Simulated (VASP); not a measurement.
# Ba3Si (Pm-3m) in VASP: further runs, part 2 of 2

VASP 6.6.1. The steps go on from the part before.

### Step 4. Single point, PBE (volume scaled by 0.980)

INCAR

```
SYSTEM = Ba3Si
PREC = Accurate ; ENCUT = 520
EDIFF = 1E-6 ; ISMEAR = 0
SIGMA = 0.05 ; LREAL = .FALSE.
LASPH = .TRUE. ; NELM = 80
ALGO = Fast ; ISIF = 2
LWAVE = .FALSE. ; LCHARG = .FALSE.
GGA = PE ; NBANDS = 25
```

KPOINTS

```
regular mesh
0
G
  6 6 6
  0 0 0
```

POSCAR

```
Ba3Si
1.0
    5.3472251224      0.0000000000      0.0000000000
    0.0000000000      5.3472251224      0.0000000000
    0.0000000000      0.0000000000      5.3472251224
Ba Si
3 1
Direct
    0.0000000000      0.5000000000      0.5000000000
    0.5000000000      0.5000000000      0.0000000000
    0.5000000000      0.0000000000      0.5000000000
    0.0000000000      0.0000000000      0.0000000000
```

Potentials or basis: VASP PAW PBE potentials, release 64 (Ba_sv, Si).

Started as:

```
> cat potpaw_PBE.64/Ba_sv/POTCAR potpaw_PBE.64/Si/POTCAR > POTCAR
> mpirun -np 1 vasp_std > vasp.out
```

OUTCAR:

```text
SYSTEM = Ba3Si
   PREC = Accurate
   ENCUT = 520
   EDIFF = 1E-6
   ISMEAR = 0
   LREAL = .FALSE.
   LASPH = .TRUE.
   NELM = 80
   ISIF = 2
   GGA = PE

 ion  position               nearest neighbor table
   1  0.000  0.500  0.500-   2 3.78   3 3.78   4 3.78   2 3.78   4 3.78   3 3.78   4 3.78   4 3.78
                             2 3.78   3 3.78   2 3.78   3 3.78
   2  0.500  0.500  0.000-   1 3.78   3 3.78   4 3.78   1 3.78   3 3.78   3 3.78   4 3.78   3 3.78
                             1 3.78   4 3.78   1 3.78   4 3.78
   3  0.500  0.000  0.500-   1 3.78   2 3.78   4 3.78   2 3.78   4 3.78   1 3.78   2 3.78   2 3.78
                             1 3.78   4 3.78   4 3.78   1 3.78
   4  0.000  0.000  0.000-   1 3.78   2 3.78   3 3.78   1 3.78   3 3.78   1 3.78   2 3.78   1 3.78
[... 759 lines left out ...]
  Total        0.7714608      0.7714608      0.7714608      0.0000000      0.0000000     -0.0000000
  in kB        8.0842374      8.0842374      8.0842374      0.0000000      0.0000000     -0.0000000
  external PRESSURE =       8.0842374 kB  Pullay stress =       0.0000000 kB

 VOLUME and BASIS-vectors are now :
 -----------------------------------------------------------------------------
  energy-cutoff  :      520.00
  volume of cell :      152.89
      direct lattice vectors                 reciprocal lattice vectors
     5.347225122  0.000000000  0.000000000     0.187012886  0.000000000  0.000000000
     0.000000000  5.347225122  0.000000000     0.000000000  0.187012886  0.000000000
     0.000000000  0.000000000  5.347225122     0.000000000  0.000000000  0.187012886

 POSITION                                       TOTAL-FORCE (eV/Angst)
 -----------------------------------------------------------------------------------
      0.00000      2.67361      2.67361         0.000000      0.000000      0.000000
      2.67361      2.67361      0.00000         0.000000      0.000000      0.000000
      2.67361      0.00000      2.67361         0.000000      0.000000      0.000000
      0.00000      0.00000      0.00000         0.000000      0.000000      0.000000
 -----------------------------------------------------------------------------------
    total drift:                                0.000000     -0.000000     -0.000000

  FREE ENERGIE OF THE ION-ELECTRON SYSTEM (eV)
  ---------------------------------------------------
  free  energy   TOTEN  =       -11.1242636473 eV

  energy  without entropy=      -11.1191476825  energy(sigma->0) =      -11.12170566
```

OSZICAR:

```text
N       E                     dE             d eps       ncg     rms          rms(c)
DAV:   1     0.234743320779E+03    0.23474E+03   -0.14292E+04  1000   0.114E+03
DAV:   2     0.198852486775E+01   -0.23275E+03   -0.22561E+03  1528   0.228E+02
DAV:   3    -0.110320361730E+02   -0.13021E+02   -0.12853E+02  1297   0.550E+01
DAV:   4    -0.113906690312E+02   -0.35863E+00   -0.35777E+00  1535   0.803E+00
DAV:   5    -0.113991886425E+02   -0.85196E-02   -0.85169E-02  1371   0.103E+00    0.568E+00
RMM:   6    -0.111447467239E+02    0.25444E+00   -0.51330E-01  1106   0.222E+00    0.354E+00
RMM:   7    -0.111243342941E+02    0.20412E-01   -0.34068E-01  1242   0.209E+00    0.104E+00
RMM:   8    -0.111227092573E+02    0.16250E-02   -0.48760E-02  1331   0.988E-01    0.234E-01
RMM:   9    -0.111239348298E+02   -0.12256E-02   -0.13738E-02  1468   0.421E-01    0.143E-01
RMM:  10    -0.111242606308E+02   -0.32580E-03   -0.31548E-03  1356   0.247E-01    0.101E-01
RMM:  11    -0.111242420489E+02    0.18582E-04   -0.89222E-04  1451   0.102E-01    0.353E-02
RMM:  12    -0.111242592754E+02   -0.17227E-04   -0.22794E-04  1648   0.429E-02    0.288E-02
RMM:  13    -0.111242627047E+02   -0.34293E-05   -0.48113E-05  1481   0.264E-02    0.349E-03
RMM:  14    -0.111242633384E+02   -0.63366E-06   -0.12556E-05  1200   0.112E-02    0.266E-03
RMM:  15    -0.111242636473E+02   -0.30896E-06   -0.44546E-06  1030   0.791E-03
   1 F= -.11124264E+02 E0= -.11121706E+02  d E =-.511596E-02
```

stdout:

```text
POSCAR found type information on POSCAR BaSi
 POSCAR found :  2 types and       4 ions
 scaLAPACK will be used
 LDA part: xc-table for (Slater+PW92), standard interpolation
 POSCAR, INCAR and KPOINTS ok, starting setup
 FFT: planning ... GRIDC
 FFT: planning ... GRID_SOFT
 FFT: planning ... GRID
 WAVECAR not read
 entering main loop
```

Wall time 43 s (1 thread of Intel Xeon 6975P-C (Granite Rapids), shared host); peak memory 0.27 GiB.

What came out:

| Property | Result |
| --- | --- |
| Free energy | -11.1243 eV |
| Pressure | 0.8 GPa |
| Band gap on the k mesh | zero (band 17 reaches 4.00 eV, above the bottom of band 18 at 3.04 eV) |

Levels at points of the mesh, in eV from the Fermi level:
```csv
k point,band 14,band 15,band 16,band 17,band 18,band 19,band 20,band 21
"(0.00, 0.00, 0.00)",-2.16,-0.33,-0.33,-0.18,-0.18,-0.18,0.26,0.26
"(0.50, 0.00, 0.00)",-2.19,-0.77,-0.76,-0.76,0.29,1.20,2.12,2.13
"(0.50, 0.50, 0.00)",-1.33,-1.33,-1.28,0.72,0.72,0.75,1.32,2.16
"(0.50, 0.50, 0.50)",-0.56,-0.56,-0.56,-0.24,-0.24,-0.24,2.09,2.09
```

Caveat: the cell differs from its parent crystal (volume scaled by 0.980); spin-orbit coupling is left out, which moves the levels of the heavy elements.

### Step 5. Single point, PBE

This run uses another cell than the first one, of 39.00 Å³/atom, 1.058 times its volume.

INCAR

```
  ALGO = Normal
  EDIFF = 1E-7
  ENCUT = 520
  GGA = PE
  ISIF = 2
  ISMEAR = 0
  LASPH = True
  LCHARG = True
  LELF = True
  LREAL = False
  LVHAR = True
  LWAVE = False
  NBANDS = 25
  NELM = 60
  PREC = Accurate
  SIGMA = 0.05
```

KPOINTS

```
k-points
0
Gamma
  6 6 6
```

POSCAR

```
Ba3Si
1.0
    5.3833561179      0.0000000000      0.0000000000
    0.0000000000      5.3833561179      0.0000000000
    0.0000000000      0.0000000000      5.3833561179
Ba Si
3 1
Direct
    0.0000000000      0.5000000000      0.5000000000
    0.5000000000      0.5000000000      0.0000000000
    0.5000000000      0.0000000000      0.5000000000
    0.0000000000      0.0000000000      0.0000000000
```

Potentials or basis: VASP PAW PBE potentials, release 64 (Ba_sv, Si).

Started as:

```
> cat potpaw_PBE.64/Ba_sv/POTCAR potpaw_PBE.64/Si/POTCAR > POTCAR
> mpirun -np 1 vasp_std > vasp.out
```

OUTCAR:

```text
EDIFF = 1E-7
   ENCUT = 520
   GGA = PE
   ISIF = 2
   ISMEAR = 0
   LASPH = True
   LREAL = False
   NELM = 60
   PREC = Accurate

 ion  position               nearest neighbor table
   1  0.000  0.500  0.500-   2 3.81   3 3.81   4 3.81   2 3.81   4 3.81   3 3.81   4 3.81   4 3.81
                             2 3.81   3 3.81   2 3.81   3 3.81
   2  0.500  0.500  0.000-   1 3.81   3 3.81   4 3.81   1 3.81   3 3.81   3 3.81   4 3.81   3 3.81
                             1 3.81   4 3.81   1 3.81   4 3.81
[... 758 lines left out ...]
  --------------------------------------------------------------------------------------
  -------------------------------------------------------------------------------------
  Total        0.3801233      0.3801233      0.3801233      0.0000000      0.0000000     -0.0000000
  in kB        3.9036934      3.9036934      3.9036934      0.0000000      0.0000000     -0.0000000
  external PRESSURE =       3.9036934 kB  Pullay stress =       0.0000000 kB

 VOLUME and BASIS-vectors are now :
 -----------------------------------------------------------------------------
  energy-cutoff  :      520.00
  volume of cell :      156.01
      direct lattice vectors                 reciprocal lattice vectors
     5.383356118  0.000000000  0.000000000     0.185757728  0.000000000  0.000000000
     0.000000000  5.383356118  0.000000000     0.000000000  0.185757728  0.000000000
     0.000000000  0.000000000  5.383356118     0.000000000  0.000000000  0.185757728

 POSITION                                       TOTAL-FORCE (eV/Angst)
 -----------------------------------------------------------------------------------
      0.00000      2.69168      2.69168         0.000000      0.000000      0.000000
      2.69168      2.69168      0.00000         0.000000      0.000000      0.000000
      2.69168      0.00000      2.69168         0.000000      0.000000      0.000000
      0.00000      0.00000      0.00000         0.000000      0.000000      0.000000
 -----------------------------------------------------------------------------------
    total drift:                                0.000000     -0.000000     -0.000000

  FREE ENERGIE OF THE ION-ELECTRON SYSTEM (eV)
  ---------------------------------------------------
  free  energy   TOTEN  =       -11.1359470811 eV

  energy  without entropy=      -11.1305582199  energy(sigma->0) =      -11.13325265
```

Run time: 35 s. Hardware: 1 thread of Intel Xeon 6975P-C (Granite Rapids), shared host; peak memory 0.26 GiB.

Results:

```
Free energy            : -11.1359 eV
Pressure               : 0.4 GPa
Band gap on the k mesh : zero (band 17 reaches 3.88 eV, above the bottom of band 18 at 2.92 eV)
```

Caveat: spin-orbit coupling is left out, which moves the levels of the heavy elements.

### Step 6. Single point, PBEsol

This run uses another cell than the first one, of 39.00 Å³/atom, 1.058 times its volume.

INCAR

```
SYSTEM = Ba3Si
PREC = Accurate
ENCUT = 520
EDIFF = 1E-6
ISMEAR = 0
SIGMA = 0.05
LREAL = .False.
LASPH = .True.
NELM = 60
ALGO = Normal
ISIF = 2
LWAVE = .False.
LCHARG = .False.
GGA = PS
NBANDS = 25
```

KPOINTS

```
regular mesh
0
Gamma
  6 6 6
  0 0 0
```

POSCAR is that of step 5.

Potentials or basis: VASP PAW PBE potentials, release 64 (Ba_sv, Si).

Started as:

```
> cat potpaw_PBE.64/Ba_sv/POTCAR potpaw_PBE.64/Si/POTCAR > POTCAR
> mpirun -np 1 vasp_std > vasp.out
```

Run time: 36 s. Hardware: 1 thread of Intel Xeon 6975P-C (Granite Rapids), shared host; peak memory 0.26 GiB.

Results (log left out):

* Free energy: -12.3933 eV
* Pressure: -1.1 GPa
* Band gap on the k mesh: zero (band 17 reaches 3.75 eV, above the bottom of band 18 at 2.80 eV)

Levels at points of the mesh, in eV from the Fermi level:
```csv
k point,band 13,band 14,band 15,band 16,band 17,band 18,band 19,band 20,band 21,band 22
"(0.00, 0.00, 0.00)",-6.49,-2.13,-0.33,-0.33,-0.17,-0.17,-0.17,0.27,0.27,0.27
"(0.50, 0.00, 0.00)",-6.00,-2.18,-0.74,-0.72,-0.72,0.29,1.17,2.09,2.12,2.12
"(0.50, 0.50, 0.00)",-5.95,-1.33,-1.33,-1.23,0.71,0.71,0.72,1.28,2.11,2.11
"(0.50, 0.50, 0.50)",-6.26,-0.59,-0.59,-0.59,-0.24,-0.24,-0.24,2.06,2.06,2.06
```

Caveat: the PAW data sets were made with another functional, which shifts forces and pressure a little; spin-orbit coupling is left out, which moves the levels of the heavy elements.

### Step 7. Overview

```tsv
level	cell	gap on the mesh (eV)	pressure (GPa)
PBE	a = 5.283 Å, 4 atoms	none	1.7
PBE	a = 5.311 Å, 4 atoms	none	1.3
PBE	a = 5.347 Å, 4 atoms	none	0.8
PBE	a = 5.383 Å, 4 atoms	none	0.4
PBEsol	a = 5.383 Å, 4 atoms	none	-1.1
```

Alike in all rows: task single point; potentials or basis VASP PAW PBE potentials, release 64 (Ba_sv, Si); no spin polarisation; k mesh 6 × 6 × 6; cutoff (eV) 520; smearing gaussian 0.05 eV.

Caveats: spin-orbit coupling is left out, which moves the levels of the heavy elements; the PAW data sets were made with another functional, which shifts forces and pressure a little (some runs).

Absolute energies hang on the potentials; compare differences alone.
